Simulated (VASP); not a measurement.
Input of a VASP 6.6.1 run:

INCAR

```
ALGO = Normal ; EDIFF = 1E-6
EDIFFG = -0.01 ; ENCUT = 600
IBRION = 2 ; ISIF = 3
ISMEAR = 0 ; LASPH = T
LCHARG = F ; LREAL = F
LWAVE = F ; NELM = 100
NSW = 80 ; PREC = Accurate
SIGMA = 0.02
```

The input KPOINTS:

```
k-points
0
Gamma
  6 6 6
```

Contents of POSCAR:

```
LiCd3
1.0
    0.0000000000      3.3967100000      3.3967100000
    3.3967100000      0.0000000000      3.3967100000
    3.3967100000      3.3967100000      0.0000000000
Li Cd
1 3
Direct
    0.0000000000      0.0000000000      0.0000000000
    0.2500000000      0.2500000000      0.2500000000
    0.7500000000      0.7500000000      0.7500000000
    0.5000000000      0.5000000000      0.5000000000
```

Potentials or basis: VASP PAW LDA potentials, release 64 (Li_sv, Cd).

The run is started by

```bash
$ cat potpaw_LDA.64/Li_sv/POTCAR potpaw_LDA.64/Cd/POTCAR > POTCAR
$ mpirun -np 1 vasp_std > vasp.out
```

(1) What does it give for the relaxed volume?

(2) Predict the space group after relaxing (to 0.1 Å).

(3) Estimate the band gap on the k mesh.

Answers

(1) 18.10 Å³/atom.

(2) Fm-3m (No. 225).

(3) zero (an odd number of electrons rules out a gap without spin polarisation).

Caveat: the cutoff is under 1.25 times the usual one of these potentials, so pressure, stress and relaxed cells hold a basis-set (Pulay) error.
